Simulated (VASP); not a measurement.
Write the native input for VASP 6.6.1 that does the following.

| Property | Result |
| --- | --- |
| Task | single point |
| Functional | PBEsol |
| Potentials or basis | VASP PAW PBE potentials, release 64 (Ta_pv) |
| Cutoff | 500 eV |
| k mesh | 13 × 13 × 7 |
| Occupations | fermi-dirac, width 0.1 eV |
| Spin | no spin polarisation |
| Dipole correction | no |
| Further INCAR settings | ALGO = Normal; EDIFF = 1e-06; NBANDS = 18 |

The structure of Ta lies in POSCAR:

```
Ta
1.0
    2.8680323594      0.0000000000      0.0000000000
   -1.4340161797      2.4837888821      0.0000000000
    0.0000000000      0.0000000000      5.0907001355
Ta
2
Direct
    0.6666666667      0.3333333333      0.7500000000
    0.3333333333      0.6666666667      0.2500000000
```

This isn't the form of Ta at room conditions, which is bcc.

One way to write it, as run:

INCAR

```
SYSTEM = Ta
ALGO = Normal ; EDIFF = 1E-6
ENCUT = 500 ; GGA = PS
GGA_COMPAT = .FALSE. ; ISIF = 2
ISMEAR = -1 ; LASPH = .TRUE.
LCHARG = .FALSE. ; LREAL = .FALSE.
LWAVE = .FALSE. ; NBANDS = 18
NELM = 120 ; PREC = Accurate
SIGMA = 0.1
```

KPOINTS

```
k-points
0
G
  13 13 7
  0 0 0
```

Potentials or basis: VASP PAW PBE potentials, release 64 (Ta_pv).

The run is started by

```bash
$ cat potpaw_PBE.64/Ta_pv/POTCAR > POTCAR
$ mpirun -np 1 vasp_std > vasp.out
```

Results of the run:

- Pressure: 0.1 GPa
- Band gap on the k mesh: zero (bands 11 and 12 overlap by 1.73 eV)

Caveat: the PAW data sets were made with another functional, which shifts forces and pressure a little; spin-orbit coupling is left out, which moves the levels of the heavy elements.

Run time: 20 s on 1 thread of Intel(R) Xeon(R) Platinum 8488C (Sapphire Rapids) (shared host), peak memory 0.18 GiB.
